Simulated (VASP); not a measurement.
Si3Sb2Te:

```xyz
6
Lattice="4.5566 0.0000 0.0000 -2.2783 3.9462 0.0000 0.0000 0.0000 7.9765" Properties=species:S:1:pos:R:3 pbc="T T T"
Si    0.0000    2.6308    0.1188
Si    0.0000    2.6308    3.6799
Si    0.0000    0.0000    4.3241
Sb    2.2783    1.3154    6.1736
Sb    2.2783    1.3154    1.8851
Te    0.0000    0.0000    7.7479
```

```yaml
Program: VASP 6.6.1
Task: relaxation of cell and atoms
Functional: PBE
Potentials_or_basis: VASP PAW PBE potentials, release 64 (Si, Sb, Te)
Cutoff: 500 eV
k_mesh: 4 × 4 × 2
Occupations: gaussian, width 0.2 eV
Spin: no spin polarisation
```

At the start: pressure -0.8 GPa; volume 23.90 Å³/atom.

Question: Where does the relaxation end?

Answer: Over 35 steps the energy falls by 224.6 meV/atom and the volume is 22.46 Å³/atom (-6.1 %); space group P3m1 (No. 156, to 0.05 Å).

Step by step:
```csv
step,energy change (eV),largest force (eV/Å),pressure (GPa),volume (Å³)
1,0.0000,0.5746,-0.80,143.43
2,-0.1164,0.5269,-0.54,140.93
3,-0.3409,0.7081,1.23,133.00
4,0.2831,2.5092,13.21,115.15
5,-0.3375,0.9095,1.65,131.31
6,-0.5563,1.2497,4.79,123.50
7,-0.4233,1.8351,7.48,119.62
8,-0.5539,1.3263,5.13,122.91
9,-0.6026,1.3823,4.82,123.07
10,-0.6245,1.5010,4.39,123.40
11,-0.6364,1.4706,4.45,123.29
12,-0.7040,1.3320,3.53,124.50
13,-0.8508,0.9791,1.11,128.15
14,-0.9395,0.5347,-2.51,135.67
15,-0.9411,0.5538,-2.16,134.79
16,-0.9831,0.5087,-1.72,133.85
17,-1.0533,0.5213,-0.10,131.03
18,-1.0573,0.5305,0.50,130.14
19,-1.0783,0.4671,0.52,130.22
20,-1.1097,0.4527,0.73,130.43
21,-1.1330,0.4203,0.31,131.40
22,-1.1865,0.4113,-0.83,134.32
23,-1.2182,0.3184,-2.77,140.27
24,-1.2297,0.3119,-2.70,140.26
25,-1.2587,0.2922,-2.51,140.23
26,-1.2914,0.2631,-2.05,140.15
27,-1.2961,0.2591,-1.81,140.10
28,-1.3135,0.2748,-1.20,138.48
29,-1.3286,0.3022,0.06,135.45
30,-1.3287,0.3053,0.22,135.10
31,-1.3322,0.2835,0.20,135.03
32,-1.3400,0.2170,0.15,134.83
33,-1.3442,0.1463,0.09,134.43
34,-1.3446,0.1174,0.10,134.52
35,-1.3474,0.0556,0.00,134.73
```

Final structure:
```yaml
crystal:
  lattice:
    - [4.77355, 0.00000, 0.00000]
    - [-2.38678, 4.13402, 0.00000]
    - [0.00000, 0.00000, 6.82753]
  atoms:
    - { symbol: Si, position: [0.33333, 0.66667, 0.13215] }
    - { symbol: Si, position: [0.33333, 0.66667, 0.49552] }
    - { symbol: Si, position: [0.00000, 0.00000, 0.46917] }
    - { symbol: Sb, position: [0.66667, 0.33333, 0.69189] }
    - { symbol: Sb, position: [0.66667, 0.33333, 0.25846] }
    - { symbol: Te, position: [0.00000, 0.00000, 0.95281] }
```

Caveat: the k points lie up to 0.46 Å⁻¹ apart in the final cell; the relaxation stopped at a loose force limit of 0.08 eV/Å, so its end isn't a converged minimum.
